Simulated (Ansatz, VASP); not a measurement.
SnO: VASP beside Ansatz

The input INCAR:

```
PREC = Accurate ; ENCUT = 520
EDIFF = 1E-8 ; ISMEAR = -1
SIGMA = 0.01 ; LREAL = False
LASPH = True ; NELM = 100
ALGO = Normal ; ISIF = 2
LWAVE = False ; LCHARG = False
GGA = PE ; LEFG = True
NBANDS = 28
```

KPOINTS

```
Automatic mesh
0
Gamma
  8 8 6
```

The input POSCAR:

```
SnO
1.0
    3.8271795418      0.0000000000      0.0000000000
    0.0000000000      3.8271795418      0.0000000000
    0.0000000000      0.0000000000      4.8680274234
Sn O
2 2
Direct
    0.0000000000      0.5000000000      0.2385000000
    0.5000000000      0.0000000000      0.7615000000
    0.0000000000      0.0000000000      0.0000000000
    0.5000000000      0.5000000000      0.0000000000
```

Input for Ansatz:

```yaml
crystal:
  lattice:
    - [3.8271795418, 0.0, 0.0]
    - [0.0, 3.8271795418, 0.0]
    - [0.0, 0.0, 4.8680274234]
  atoms:
    - { symbol: Sn, position: [0.0, 0.5, 0.2385] }
    - { symbol: Sn, position: [0.5, 0.0, 0.7615] }
    - { symbol: O, position: [0.0, 0.0, 0.0] }
    - { symbol: O, position: [0.5, 0.5, 0.0] }
kpoints:
  mp_grid: { grid: [8, 8, 6] }
scf:
  occupations: { method: fermi_dirac, width: 0.01 }
hamiltonian:
  xc: pbe
  pseudopotentials: { kind: all_electron, datasets: crystal }
output:
  forces: true
  stress: true
  eigenvalues: true
  efg: { contact_densities: true }
```

Change from the starting cell: volume scaled by 1.02, crystal datasets.

Alike in both runs: task electric field gradients; functional PBE; k mesh 8 × 8 × 6; occupations fermi-dirac, width 0.01 eV; no spin polarisation.

|  | VASP | Ansatz |
| --- | --- | --- |
| version | VASP 6.6.1 | Ansatz 0.2.0 |
| potentials or method | VASP PAW PBE potentials, release 64 (Sn_d, O), cutoff 520 eV | all-electron PAW with datasets made for the crystal, scalar-relativistic |

|  | VASP | Ansatz | Ansatz less VASP |
| --- | --- | --- | --- |
| pressure (GPa) | 2.5 | 2.2 | -0.25 |
| traceless stress, the component that is largest in VASP (GPa) | -0.51 | -0.52 | -0.013 |
| rms of the force components (eV/Å) | 0.063 | 0.028 | -0.0348 |
| size of Vzz on the site where it differs most (V/Å²) | 163.4 | 170.7 | +7.27 |

Atom by atom the forces differ by 0.035 eV/Å (rms over components). Ansatz ran all-electron here, and VASP with PAW potentials.
